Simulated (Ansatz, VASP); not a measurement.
This is a calculation of BaTe for VASP 6.6.1.

INCAR

```
  PREC = Accurate
  ENCUT = 520
  EDIFF = 1E-7
  ISMEAR = -1
  SIGMA = 0.05
  LREAL = F
  LASPH = T
  NELM = 60
  ALGO = Normal
  ISIF = 2
  LWAVE = F
  LCHARG = F
  GGA = CA
  NBANDS = 15
```

File KPOINTS:

```
Automatic mesh
0
Gamma
  7 7 7
```

The input POSCAR:

```
BaTe
1.0
    0.0000000000      3.4100000000      3.4100000000
    3.4100000000      0.0000000000      3.4100000000
    3.4100000000      3.4100000000      0.0000000000
Ba Te
1 1
Direct
    0.0000000000      0.0000000000      0.0000000000
    0.5000000000      0.5000000000      0.5000000000
```

Potentials or basis: VASP PAW LDA potentials, release 64 (Ba_sv, Te).

Command:

```sh
$ cat potpaw_LDA.64/Ba_sv/POTCAR potpaw_LDA.64/Te/POTCAR > POTCAR
$ mpirun -np 1 vasp_std > vasp.out
```

**Question.** Set up the same calculation for Ansatz 0.2.0. Potentials there: all-electron LAPW, scalar-relativistic.

**Answer.** As run (the cutoff follows the program's own potentials):

Contents of input.yaml:

```yaml
crystal:
  lattice:
    - [0.0, 3.41, 3.41]
    - [3.41, 0.0, 3.41]
    - [3.41, 3.41, 0.0]
  atoms:
    - { symbol: Ba, position: [0.0, 0.0, 0.0] }
    - { symbol: Te, position: [0.5, 0.5, 0.5] }
kpoints:
  mp_grid: { grid: [7, 7, 7] }
scf:
  occupations: { method: fermi_dirac, width: 0.05 }
hamiltonian:
  xc: lda
  pseudopotentials: { kind: all_electron, lapw: { basis_error: 0.001 } }
output:
  forces: true
  stress: true
  eigenvalues: true
```

Potentials or basis: all-electron LAPW, scalar-relativistic.

Command:

```sh
$ ansatz run input.yaml --threads 1 --pin off --max-ram 3072MiB --backend cpu --events-out ev --progress --plain --runs-dir out
```

Both were run:

|  | VASP | Ansatz | Ansatz less VASP |
| --- | --- | --- | --- |
| gap on the k mesh at the Fermi level (eV) | 1.26 | 1.36 | +0.107 |
| least direct gap on the mesh (eV) | 1.64 | 1.71 | +0.069 |
| pressure (GPa) | 1.2 | 0.8 | -0.48 |

LDA's correlation is that of Perdew and Zunger in VASP and of Perdew and Wang (1992) in Ansatz. Ansatz ran all-electron here, and VASP with PAW potentials.

Spin-orbit coupling is off throughout.
